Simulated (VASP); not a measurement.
# LiF (a.bB): relaxation of cell and atoms with PBEsol

Crystal: LiF (a.bB).

```xyz
2
Lattice="0.0000 2.0100 2.0100 2.0100 0.0000 2.0100 2.0100 2.0100 0.0000" Properties=species:S:1:pos:R:3 pbc="T T T"
Li    0.0000    0.0000    0.0000
F     2.0100    2.0100    2.0100
```

```json
{
 "Program": "VASP 6.6.1",
 "Task": "relaxation of cell and atoms",
 "Functional": "PBEsol",
 "Potentials or basis": "VASP PAW PBE potentials, release 64 (Li_sv, F)",
 "Cutoff": "750 eV",
 "k mesh": "10 × 10 × 10",
 "Occupations": "gaussian, width 0.02 eV",
 "Spin": "no spin polarisation",
 "Dipole correction": "no",
 "Further INCAR settings": "ALGO = Normal; EDIFF = 1e-07; IBRION = 2; EDIFFG = -0.002; NSW = 100; ISIF = 3"
}
```

```json
{
 "Relaxed volume": "8.00 Å³/atom",
 "Relaxed cell": "a = 2.829 Å, b = 2.829 Å, c = 2.829 Å, α = 60.00°, β = 60.00°, γ = 60.00°",
 "Space group after relaxing (to 0.05 Å)": "Fm-3m (No. 225)",
 "Energy gained by relaxing": "0.4 meV/atom",
 "Ionic steps": "4",
 "Pressure after relaxing": "0.0 GPa",
 "Band gap on the k mesh": "9.09 eV, direct"
}
```

The path:
```tsv
step	energy change (eV)	largest force (eV/Å)	pressure (GPa)	volume (Å³)
1	0.0000	0.0000	-1.10	16.24
2	-0.0006	0.0000	-0.48	16.11
3	-0.0008	0.0000	0.11	15.99
4	-0.0008	0.0000	0.00	16.01
```

Final structure:
```yaml
crystal:
  lattice:
    - [0.00000, 2.00039, 2.00039]
    - [2.00039, 0.00000, 2.00039]
    - [2.00039, 2.00039, 0.00000]
  atoms:
    - { symbol: Li, position: [0.00000, 0.00000, 0.00000] }
    - { symbol: F, position: [0.50000, 0.50000, 0.50000] }
```

Levels at points of the mesh, in eV from the valence-band top:
```tsv
k point	band 1	band 2	band 3	band 4	band 5	band 6	band 7	band 8	band 9
(0.00, 0.00, 0.00)	-40.15	-19.92	0.00	0.00	0.00	9.09	24.09	24.09	24.09
(0.50, 0.00, 0.00)	-40.08	-19.46	-2.62	-0.24	-0.24	10.68	16.78	18.91	18.91
(0.50, 0.50, 0.00)	-40.06	-19.17	-3.15	-1.04	-1.04	14.82	16.29	17.56	20.32
```

Run time: 56 s on 1 thread of Intel Xeon 8259CL (shared host), peak memory 0.16 GiB.

Caveat: the PAW data sets were made with another functional, which shifts forces and pressure a little. As with any semilocal functional, this PBEsol gap is likely too small.
